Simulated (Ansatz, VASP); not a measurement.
**NbH2 in VASP and in Ansatz**

```xyz
3
Lattice="0.0000 2.2815 2.2815 2.2815 0.0000 2.2815 2.2815 2.2815 0.0000" Properties=species:S:1:pos:R:3 pbc="T T T"
Nb    0.0000    0.0000    0.0000
H     1.1407    1.1407    1.1407
H     3.4223    3.4223    3.4223
```

Alike in both runs: task single point; functional BLYP; k mesh 13 × 13 × 13; occupations methfessel-paxton of order 1, width 0.1 eV; no spin polarisation.

|  | VASP | Ansatz |
| --- | --- | --- |
| version | VASP 6.6.1 | Ansatz 0.2.0 |
| potentials or method | VASP PAW PBE potentials, release 64 (Nb_sv, H), cutoff 500 eV | plane waves, PAW |
| valence electrons in the cell | 15 | 15 |

```tsv
	VASP	Ansatz	Ansatz less VASP
pressure (GPa)	6.3	6.5	+0.24
```

VASP's potentials were made for PBE, not for BLYP.
